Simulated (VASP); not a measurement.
The system is Au.

```xyz
1
Lattice="-1.6573 1.6573 1.6573 1.6573 -1.6573 1.6573 1.6573 1.6573 -1.6573" Properties=species:S:1:pos:R:3 pbc="T T T"
Au    0.0000    0.0000    0.0000
```

This isn't the form of Au at room conditions, which is fcc.

| Property | Result |
| --- | --- |
| Program | VASP 6.6.1 |
| Task | relaxation of cell and atoms |
| Functional | PBEsol-based global hybrid with 25 % exact exchange |
| Potentials or basis | VASP PAW PBE potentials, release 64 (Au) |
| Cutoff | 600 eV |
| k mesh | 6 × 6 × 6 |
| Occupations | fermi-dirac, width 0.05 eV |
| Spin | no spin polarisation |

At the start: pressure -9.7 GPa; volume 18.21 Å³/atom.

Question: Where does the relaxation end?

Answer: Over 4 steps the energy falls by 39.4 meV/atom and the volume is 17.01 Å³/atom (-6.6 %); space group Im-3m (No. 229, to 0.1 Å) before and after.

Step by step:
| step | energy change (eV) | largest force (eV/Å) | pressure (GPa) | volume (Å³) |
| --- | --- | --- | --- | --- |
| 1 | 0.0000 | 0.0000 | -9.70 | 18.21 |
| 2 | 0.0549 | 0.0000 | 21.72 | 15.45 |
| 3 | -0.0394 | 0.0000 | -0.29 | 17.03 |
| 4 | -0.0394 | 0.0000 | -0.06 | 17.01 |

Final structure:
```yaml
crystal:
  lattice:
    - [-1.62003, 1.62003, 1.62003]
    - [1.62003, -1.62003, 1.62003]
    - [1.62003, 1.62003, -1.62003]
  atoms:
    - { symbol: Au, position: [0.00000, 0.00000, 0.00000] }
```

Caveat: the k points lie up to 0.46 Å⁻¹ apart in the final cell, too coarse for converged energies and pressures of a metal; the PAW data sets were made with another functional, which shifts forces and pressure a little.
